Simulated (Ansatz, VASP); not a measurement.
One calculation of SiO2, two programs

```
Si O
1.0
     3.96674    0.00000    0.00000
     0.00000    5.93447    0.00000
     0.00000    0.00000    3.57796
Si O
2 4
Direct
  0.00000 0.50000 0.50000
  0.50000 0.00000 0.50000
  0.19080 0.47770 0.00000
  0.80920 0.52230 0.00000
  0.30920 0.97770 0.00000
  0.69080 0.02230 0.00000
```

Alike in both runs: functional PBE; k mesh 10 × 6 × 10; occupations gaussian, width 0.1 eV; no spin polarisation.

Ansatz relaxed the structure, and its values are those at the end. VASP's run is a single point on that final structure, the one shown.

```csv
,VASP,Ansatz
version,VASP 6.6.1,Ansatz 0.2.0
potentials or method,"VASP PAW PBE potentials, release 64 (Si, O), cutoff 520 eV","scalar-relativistic, plane waves, PAW"
valence electrons in the cell,32,32
```

Ansatz gave:

* gap on the k mesh at the Fermi level (eV): none
* pressure (GPa): 0.0
* rms of the force components (eV/Å): 0.001

**Question.** Which values does VASP return?

**Answer.** gap on the k mesh at the Fermi level (eV): none; pressure (GPa): 0.5; rms of the force components (eV/Å): 0.099.

A gap of «none» marks a metal or a gap that the smearing closes.
